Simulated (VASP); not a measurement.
Input of a VASP 6.6.1 run:

The input POSCAR:

```
Hf
1.0
   -1.8036916921      1.8036916921      1.8036916921
    1.8036916921     -1.8036916921      1.8036916921
    1.8036916921      1.8036916921     -1.8036916921
Hf
1
Direct
    0.0000000000      0.0000000000      0.0000000000
```

File INCAR.step1:

```
SYSTEM = Hf
PREC     = Accurate       ! precision mode
ENCUT    = 520            ! plane-wave cutoff, eV
ISMEAR   = 0              ! smearing method
SIGMA    = 0.1            ! smearing width, eV
LREAL    = .False.        ! projectors in reciprocal space
LASPH    = .True.         ! aspherical terms in the spheres
NELM     = 60             ! most SCF steps
NBANDS   = 11             ! bands
GGA      = PE             ! functional
ALGO     = Normal         ! electronic algorithm
EDIFF    = 1E-4           ! SCF threshold, eV
LWAVE    = .True.         ! write WAVECAR
LCHARG   = .False.        ! write CHGCAR
```

INCAR.step2

```
SYSTEM = Hf
PREC     = Accurate       ! precision mode
ENCUT    = 520            ! plane-wave cutoff, eV
EDIFF    = 1E-6           ! SCF threshold, eV
ISMEAR   = 0              ! smearing method
SIGMA    = 0.1            ! smearing width, eV
LREAL    = .False.        ! projectors in reciprocal space
LASPH    = .True.         ! aspherical terms in the spheres
NELM     = 60             ! most SCF steps
ALGO     = Normal         ! electronic algorithm
ISIF     = 2              ! what is computed and relaxed
LWAVE    = .False.        ! write WAVECAR
LCHARG   = .False.        ! write CHGCAR
METAGGA  = R2SCAN         ! meta-GGA
LMIXTAU  = .True.       
NBANDS   = 11             ! bands
ISTART   = 1
```

Contents of KPOINTS:

```
regular mesh
0
Gamma
  16 16 16
  0 0 0
```

Potentials or basis: VASP PAW PBE potentials, release 64 (Hf_pv).

Run with:

```bash
$ cat potpaw_PBE.64/Hf_pv/POTCAR > POTCAR
$ cp INCAR.step1 INCAR
$ mpirun -np 1 vasp_std > vasp.out
$ cp INCAR.step2 INCAR
$ mpirun -np 1 vasp_std > vasp.out
```

Problem. Estimate the pressure.

Solution. -5.7 GPa.

Problem. Estimate the band gap on the k mesh.

Solution. Zero (band 5 reaches 5.86 eV, above the bottom of band 6 at 3.44 eV).

Caveat: the PAW data sets were made with another functional, which shifts forces and pressure a little; spin-orbit coupling is left out, which moves the levels of the heavy elements.
